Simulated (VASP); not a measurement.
A run of VASP 6.6.1 is set up as follows.

The input INCAR:

```
PREC     = Accurate       # precision mode
ENCUT    = 520            # plane-wave cutoff, eV
EDIFF    = 1E-6           # SCF threshold, eV
ISMEAR   = 0              # smearing method
SIGMA    = 0.1            # smearing width, eV
LREAL    = F              # projectors in reciprocal space
LASPH    = T              # aspherical terms in the spheres
NELM     = 80             # most SCF steps
ALGO     = Fast           # electronic algorithm
ISIF     = 2              # what is computed and relaxed
LWAVE    = F              # write WAVECAR
LCHARG   = F              # write CHGCAR
GGA      = PE             # functional
NBANDS   = 24             # bands
```

File KPOINTS:

```
Automatic mesh
0
Gamma
  10 10 6
```

File POSCAR:

```
Al3B2W
1.0
    4.4061686706     -1.5502156015      0.0308506688
    4.4061686706      1.5502156015      0.0308506688
   -3.7410649882      0.0000000000      4.6514097854
Al B W
3 2 1
Direct
    0.5869397423      0.5869397423      0.8485730307
    0.4235103306      0.4235103306      0.1539938968
    0.1779397218      0.1779397218      0.5882088378
    0.8763909057      0.8763909057      0.8455529069
    0.1089431856      0.1089431856      0.1476238950
    0.8262761741      0.8262761741      0.4160474329
```

Potentials or basis: VASP PAW PBE potentials, release 64 (Al, B, W_sv).

Run with:

```bash
$ cat potpaw_PBE.64/Al/POTCAR potpaw_PBE.64/B/POTCAR potpaw_PBE.64/W_sv/POTCAR > POTCAR
$ mpirun -np 1 vasp_std > vasp.out
```

(1) What does it give for the largest force?

(2) Estimate the pressure.

(3) What does it give for the band gap on the k mesh?

Results:

(1) 0.012 eV/Å.

(2) 27.2 GPa.

(3) zero (an odd number of electrons rules out a gap without spin polarisation).

Caveat: the cell stands under pressure; spin-orbit coupling is left out, which moves the levels of the heavy elements.
